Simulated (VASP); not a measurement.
A run of VASP 6.6.1:

INCAR

```
PREC = Accurate
ENCUT = 600
EDIFF = 1E-6
ISMEAR = 0
SIGMA = 0.1
LREAL = F
LASPH = T
NELM = 60
ALGO = Normal
ISIF = 3
LWAVE = F
LCHARG = F
GGA = PE
IBRION = 2
NSW = 90
EDIFFG = -0.04
```

The input KPOINTS:

```
Automatic mesh
0
Gamma
  4 4 4
```

File POSCAR:

```
ZrSi6
1.0
    4.7525006400      0.0000000000      0.0000000000
    0.0000000000      4.7525006400      0.0000000000
    0.0000000000      0.0000000000      4.7525006400
Zr Si
1 6
Direct
    0.0000000000      0.0000000000      0.0000000000
    0.2070000000      0.5000000000      0.5000000000
    0.5000000000      0.2070000000      0.5000000000
    0.7930000000      0.5000000000      0.5000000000
    0.5000000000      0.7930000000      0.5000000000
    0.5000000000      0.5000000000      0.2070000000
    0.5000000000      0.5000000000      0.7930000000
```

Potentials or basis: VASP PAW PBE potentials, release 64 (Zr_sv, Si).

Launch:

```console
$ cat potpaw_PBE.64/Zr_sv/POTCAR potpaw_PBE.64/Si/POTCAR > POTCAR
$ mpirun -np 1 vasp_std > vasp.out
```

Hardware: 1 thread of Intel(R) Xeon(R) Platinum 8259CL CPU @ 2.50GHz (Skylake/Cascade Lake) (shared host).

**Question.** How long does it take, and how much memory?

**Answer.** Run time: 9.2 min on 1 thread of Intel(R) Xeon(R) Platinum 8259CL CPU @ 2.50GHz (Skylake/Cascade Lake), on a shared host, peak memory 0.26 GiB. Counts: scf iterations 288, k points 10, ion steps 13.
